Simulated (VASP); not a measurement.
# BN (F-43m) in VASP: further runs

Aim: see how the results for BN move with the level of theory and the settings. Levels: LDA, r2SCAN. Tasks: single point.

All numbers are computed with VASP 6.6.1; they aren't measurements. Logs are shortened: lines on timing, memory, paths and dates and some standing lists are left out, and cuts for length are marked.

### Step 1. The cell of the first run

Symmetry: F-43m, No. 216, cubic system. Conventional cell: a = 3.610 Å, b = 3.610 Å, c = 3.610 Å, α = 90.00°, β = 90.00°, γ = 90.00°. Within 2.1 Å of B (site symmetry -43m) lie 4 N at 1.56 Å. Within 2.1 Å of N (site symmetry -43m) lie 4 B at 1.56 Å.

### Step 2. Single point, LDA

INCAR

```
ALGO = Normal
EDIFF = 1E-7
ENCUT = 520
GGA = CA
ISIF = 2
ISMEAR = 0
LASPH = True
LCHARG = False
LREAL = False
LWAVE = False
NBANDS = 11
NELM = 80
PREC = Accurate
SIGMA = 0.01
```

KPOINTS

```
k-points
0
Gamma
  12 12 12
```

POSCAR

```
BN
1.0
    0.0000000000      1.8048245554      1.8048245554
    1.8048245554      0.0000000000      1.8048245554
    1.8048245554      1.8048245554      0.0000000000
B N
1 1
Direct
    0.0000000000      0.0000000000      0.0000000000
    0.2500000000      0.2500000000      0.2500000000
```

Potentials or basis: VASP PAW LDA potentials, release 64 (B, N).

Launch:

```sh
> cat potpaw_LDA.64/B/POTCAR potpaw_LDA.64/N/POTCAR > POTCAR
> mpirun -np 1 vasp_std > vasp.out
```

OUTCAR:

```text
EDIFF = 1E-7
   ENCUT = 520
   GGA = CA
   ISIF = 2
   ISMEAR = 0
   LASPH = True
   LREAL = False
   NELM = 80
   PREC = Accurate

 ion  position               nearest neighbor table
   1  0.000  0.000  0.000-   2 1.56   2 1.56   2 1.56   2 1.56
   2  0.250  0.250  0.250-   1 1.56   1 1.56   1 1.56   1 1.56

  LATTYP: Found a face centered cubic cell.
 ALAT       =     3.6096491108

  Lattice vectors:

 A1 = (   0.0000000000,   1.8048245554,   1.8048245554)
 A2 = (   1.8048245554,   0.0000000000,   1.8048245554)
 A3 = (   1.8048245554,   1.8048245554,   0.0000000000)

Analysis of symmetry for initial positions (statically):
=====================================================================
 Subroutine PRICEL returns:
 Original cell was already a primitive cell.

 Routine SETGRP: Setting up the symmetry group for a
 face centered cubic supercell.

 Subroutine GETGRP returns: Found 24 space group operations
 (whereof 24 operations were pure point group operations)
 out of a pool of 48 trial point group operations.

The static configuration has the point symmetry T_d .

Analysis of symmetry for dynamics (positions and initial velocities):
=====================================================================
 Subroutine PRICEL returns:
 Original cell was already a primitive cell.

 Routine SETGRP: Setting up the symmetry group for a
 face centered cubic supercell.

 Subroutine GETGRP returns: Found 24 space group operations
 (whereof 24 operations were pure point group operations)
 out of a pool of 48 trial point group operations.

The dynamic configuration has the point symmetry T_d .

 Subroutine INISYM returns: Found 24 space group operations
 (whereof 24 operations are pure point group operations),
 and found     1 'primitive' translations

----------------------------------------------------------------------------------------

                                     Primitive cell

  volume of cell :      11.7580

  direct lattice vectors                    reciprocal lattice vectors
     0.000000000  1.804824555  1.804824555    -0.277035238  0.277035238  0.277035238
     1.804824555  0.000000000  1.804824555     0.277035238 -0.277035238  0.277035238
     1.804824555  1.804824555  0.000000000     0.277035238  0.277035238 -0.277035238

  length of vectors
     2.552407364  2.552407364  2.552407364     0.479839107  0.479839107  0.479839107

  position of ions in fractional coordinates (direct lattice)
     0.000000000  0.000000000  0.000000000
     0.250000000  0.250000000  0.250000000

  ion indices of the primitive-cell ions
   primitive index   ion index
                 1           1
                 2           2

----------------------------------------------------------------------------------------

 KPOINTS: k-points

Automatic generation of k-mesh.
 Grid dimensions read from file:
 generate k-points for:   12   12   12

 Generating k-lattice:

  Cartesian coordinates                     Fractional coordinates (reciprocal lattice)
    -0.023086270  0.023086270  0.023086270     0.083333333  0.000000000  0.000000000
     0.023086270 -0.023086270  0.023086270     0.000000000  0.083333333  0.000000000
     0.023086270  0.023086270 -0.023086270     0.000000000  0.000000000  0.083333333

  Length of vectors
     0.039986592  0.039986592  0.039986592

  Shift w.r.t. Gamma in fractional coordinates (k-lattice)
     0.000000000  0.000000000  0.000000000

 Subroutine IBZKPT returns following result:
 ===========================================

 Found     72 irreducible k-points:

 Following reciprocal coordinates:
            Coordinates               Weight
  0.000000  0.000000  0.000000      1.000000
  0.083333  0.000000  0.000000      8.000000
  0.166667  0.000000  0.000000      8.000000
  0.250000  0.000000  0.000000      8.000000
  0.333333  0.000000  0.000000      8.000000
  0.416667  0.000000  0.000000      8.000000
[... 16 lines left out ...]
  0.500000  0.166667  0.000000     24.000000
 -0.416667  0.166667  0.000000     24.000000
 [... further k-points ...]
   k-points           NKPTS =     72   k-points in BZ     NKDIM =     72   number of bands    NBANDS=     11
   number of dos      NEDOS =    301   number of ions     NIONS =      2
   total plane-waves  NPLWV =   8000
   dimension x,y,z NGX =    20 NGY =   20 NGZ =   20
   dimension x,y,z NGXF=    40 NGYF=   40 NGZF=   40
   ions per type =               1   1
   NGX,Y,Z   is equivalent  to a cutoff of  13.03, 13.03, 13.03 a.u.
   NGXF,Y,Z  is equivalent  to a cutoff of  26.05, 26.05, 26.05 a.u.
 SYSTEM =  unknown system
   PREC   = accura    normal or accurate (medium, high low for compatibility)
   ISTART =      0    job   : 0-new  1-cont  2-samecut
   ICHARG =      2    charge: 1-file 2-atom 10-const
   ISPIN  =      1    spin polarized calculation?
   LNONCOLLINEAR =      F non collinear calculations
   LSORBIT =      F    spin-orbit coupling
   LASPH  =      T    aspherical Exc in radial PAW
   ENCUT  =  520.0 eV  38.22 Ry    6.18 a.u.   4.75  4.75  4.75*2*pi/ulx,y,z
   NELM   =     80;   NELMIN=  2; NELMDL= -5     # of ELM steps
   EDIFF  = 0.1E-06   stopping-criterion for ELM
   LREAL  =      F    real-space projection
   EDIFFG = 0.1E-05   stopping-criterion for IOM
   NSW    =      0    number of steps for IOM
   IBRION =     -1    ionic relax: 0-MD 1-quasi-New 2-CG
   NFREE  =      0    steps in history (QN), initial steepest desc. (CG)
   ISIF   =      2    stress and relaxation
   ISYM   =      2    0-nonsym 1-usesym 2-fastsym
   POTIM  = 0.5000    time-step for ionic-motion
   TEBEG  =    0.0;   TEEND  =   0.0 temperature during run
   PSTRESS=    0.0 pullay stress
   NELECT =       8.0000    total number of electrons
   NUPDOWN=      -1.0000    fix difference up-down
   EMIN   =  10.00;   EMAX   =-10.00  energy-range for DOS
   EFERMI =   0.00;   METHOD = LEGACY
   ISMEAR =     0;   SIGMA  =   0.01  broadening in eV -4-tet -1-fermi 0-gaus
   EFERMI_NEDOS =   21; number of points for ismear=-14 and -15
   IALGO  =     38    algorithm
   IMIX   =      4    mixing-type and parameters
     AMIX     =   0.40;   BMIX     =  1.00
     AMIX_MAG =   1.60;   BMIX_MAG =  1.00
  volume/ion in A,a.u.               =       5.88        39.67
  Fermi-wavevector in a.u.,A,eV,Ry     =   1.439881  2.720980 28.208365  2.073256
  Thomas-Fermi vector in A             =   2.558687
   LORBIT       =      0    0 simple, 1 ext, 2 COOP (PROOUT), +10 PAW based schemes
   GGA     = CA    functional components
   LHFCALC =     F    Hartree Fock is set to
   AEXX    =    0.0000 exact exchange contribution
   IVDW    =     0    specifies the selected vdW correction
   LEPSILON=     F    determine dielectric tensor
   LRPA    =     F    only Hartree local field effects (RPA)
 non-spin polarized calculation
 Gauss-broadening in eV      SIGMA  =   0.01
  energy-cutoff  :      520.00
  volume of cell :       11.76
 maximum number of plane-waves:       332
   NGX =  9   NGY =  9   NGZ =  9

 number of electron       8.0000000 magnetization

 Free energy of the ion-electron system (eV)
  ---------------------------------------------------
  ext. energy  EPLUGINS =         0.00000000
  ---------------------------------------------------
  free energy    TOTEN  =       -19.40750155 eV

  energy without entropy =      -19.40750155  energy(sigma->0) =      -19.40750155

 E-fermi :   7.5493     XC(G=0): -13.1261

 val. band max:        7.4448292689   @ k =   0.0000   0.0000   0.0000
 cond. band min:      11.7934342240   @ k =   0.5000   0.5000   0.0000
 fundamental gap:      4.3486049550
 Fermi energy:         7.5492675304

 k-point     1 :       0.0000    0.0000    0.0000
  band No.  band energies     occupation
      1     -12.6752      2.00000
      2       7.4448      2.00000
      3       7.4448      2.00000
      4       7.4448      2.00000
      5      16.1488      0.00000
      6      16.1488      0.00000
      7      16.1488      0.00000
      8      17.9571      0.00000
      9      32.0184      0.00000
     10      35.2869      0.00000
     11      35.2869      0.00000

 k-point     2 :       0.0833    0.0000    0.0000
  band No.  band energies     occupation
      1     -12.5050      2.00000
      2       6.5367      2.00000
      3       7.2617      2.00000
      4       7.2617      2.00000
      5      16.3868      0.00000
      6      16.4245      0.00000
      7      16.4245      0.00000
      8      18.4855      0.00000
      9      31.7551      0.00000
     10      32.9400      0.00000
     11      32.9400      0.00000

 k-point     3 :       0.1667    0.0000    0.0000
  band No.  band energies     occupation
      1     -12.0002      2.00000
      2       4.4414      2.00000
      3       6.8172      2.00000
      4       6.8172      2.00000
      5      16.7633      0.00000
      6      17.0637      0.00000
      7      17.0637      0.00000
      8      19.7352      0.00000
      9      31.1333      0.00000
     10      31.3708      0.00000
     11      31.3708      0.00000

 k-point     4 :       0.2500    0.0000    0.0000
  band No.  band energies     occupation
      1     -11.1829      2.00000
      2       1.9726      2.00000
      3       6.3053      2.00000
      4       6.3053      2.00000
      5      17.1223      0.00000
      6      17.6719      0.00000
      7      17.6719      0.00000
      8      20.9809      0.00000
      9      30.5876      0.00000
     10      30.9571      0.00000
     11      30.9571      0.00000
[... 239 lines left out ...]
 k-point    22 :       0.4167    0.1667    0.0000
  band No.  band energies     occupation
      1      -9.2009      2.00000
      2      -0.7389      2.00000
      3       4.3103      2.00000
      4       4.4608      2.00000
      5      15.8595      0.00000
      6      19.8547      0.00000
      7      20.2122      0.00000
      8      21.1283      0.00000
      9      27.6031      0.00000
     10      33.5074      0.00000
     11      35.7399      0.00000

 k-point    23 :       0.5000    0.1667    0.0000
  band No.  band energies     occupation
      1      -8.1992      2.00000
      2      -2.3305      2.00000
      3       3.7204      2.00000
      4       4.5354      2.00000
      5      16.2069      0.00000
      6      19.8157      0.00000
      7      19.9686      0.00000
      8      22.4094      0.00000
      9      27.9542      0.00000
     10      33.6689      0.00000
     11      34.9192      0.00000

 k-point    24 :      -0.4167    0.1667    0.0000
  band No.  band energies     occupation
      1      -8.0036      2.00000
      2      -2.6103      2.00000
      3       3.3140      2.00000
      4       4.8540      2.00000
      5      16.6548      0.00000
      6      19.5743      0.00000
      7      19.6786      0.00000
      8      23.0214      0.00000
      9      28.2334      0.00000
     10      32.6754      0.00000
     11      33.9252      0.00000

 [... further k-points ...]

------------------------ aborting loop because EDIFF is reached ----------------------------------------

  FORCE on cell =-STRESS in cart. coord.  units (eV):
  Direction    XX          YY          ZZ          XY          YZ          ZX
  --------------------------------------------------------------------------------------
  -------------------------------------------------------------------------------------
  Total       -0.6203557     -0.6203557     -0.6203557      0.0000000      0.0000000     -0.0000000
  in kB      -84.5310750    -84.5310750    -84.5310750      0.0000000      0.0000000     -0.0000000
  external PRESSURE =     -84.5310750 kB  Pullay stress =       0.0000000 kB

 VOLUME and BASIS-vectors are now :
 -----------------------------------------------------------------------------
  energy-cutoff  :      520.00
  volume of cell :       11.76
      direct lattice vectors                 reciprocal lattice vectors
     0.000000000  1.804824555  1.804824555    -0.277035238  0.277035238  0.277035238
     1.804824555  0.000000000  1.804824555     0.277035238 -0.277035238  0.277035238
     1.804824555  1.804824555  0.000000000     0.277035238  0.277035238 -0.277035238

 POSITION                                       TOTAL-FORCE (eV/Angst)
 -----------------------------------------------------------------------------------
      0.00000      0.00000      0.00000         0.000000     -0.000000      0.000000
      0.90241      0.90241      0.90241        -0.000000      0.000000     -0.000000
 -----------------------------------------------------------------------------------
    total drift:                               -0.000000     -0.000000     -0.000000

  FREE ENERGIE OF THE ION-ELECTRON SYSTEM (eV)
  ---------------------------------------------------
  free  energy   TOTEN  =       -19.4075015484 eV

  energy  without entropy=      -19.4075015484  energy(sigma->0) =      -19.40750155
```

Run time: 7.7 s. Hardware: 1 thread of Intel Xeon Platinum 8488C (Sapphire Rapids), shared host; peak memory 0.12 GiB.

What came out:

```yaml
Free_energy: -19.4075 eV
Pressure: -8.5 GPa
Band_gap_on_the_k_mesh: 4.35 eV (least direct gap 8.70 eV)
```

Caveat: the cell stands under tension. Expect the measured gap to be larger: semilocal functionals such as LDA lack the derivative discontinuity.

### Step 3. Single point, r2SCAN

POSCAR is that of step 2.

INCAR.step1

```
SYSTEM = BN
PREC = Accurate
ENCUT = 520
ISMEAR = 0
SIGMA = 0.01
LREAL = .False.
LASPH = .True.
NELM = 100
NBANDS = 11
GGA = PE
ALGO = Normal
EDIFF = 1E-4
LWAVE = .True.
LCHARG = .False.
```

INCAR.step2

```
SYSTEM = BN
PREC = Accurate
ENCUT = 520
EDIFF = 1E-6
ISMEAR = 0
SIGMA = 0.01
LREAL = .False.
LASPH = .True.
NELM = 100
ALGO = Normal
ISIF = 2
LWAVE = .False.
LCHARG = .False.
METAGGA = R2SCAN
LMIXTAU = .True.
NBANDS = 11
ISTART = 1
```

KPOINTS

```
regular mesh
0
Gamma
  12 12 12
  0 0 0
```

Potentials or basis: VASP PAW PBE potentials, release 64 (B, N).

Launch:

```sh
> cat potpaw_PBE.64/B/POTCAR potpaw_PBE.64/N/POTCAR > POTCAR
> cp INCAR.step1 INCAR
> mpirun -np 1 vasp_std > vasp.out
> cp INCAR.step2 INCAR
> mpirun -np 1 vasp_std > vasp.out
```

It took 31 s on 1 thread of Intel Xeon Platinum 8488C (Sapphire Rapids), shared host; peak memory 0.13 GiB.

Results (log left out):

* Free energy: -19.1716 eV
* Pressure: 1.1 GPa
* Band gap on the k mesh: 4.98 eV (least direct gap 9.55 eV)

Levels at points of the mesh, in eV from the valence-band top:
| k point | band 2 | band 3 | band 4 | band 5 | band 6 | band 7 |
| --- | --- | --- | --- | --- | --- | --- |
| (0.00, 0.00, 0.00) | 0.00 | 0.00 | 0.00 | 9.55 | 9.55 | 9.55 |
| (0.50, 0.00, 0.00) | -11.12 | -2.02 | -2.02 | 10.85 | 11.49 | 11.49 |
| (0.50, 0.50, 0.00) | -9.35 | -5.12 | -5.12 | 4.98 | 9.84 | 19.33 |

Caveat: the PAW data sets were made with another functional, which shifts forces and pressure a little. r2SCAN opens gaps a little over a GGA but as a rule still falls short of measured ones.
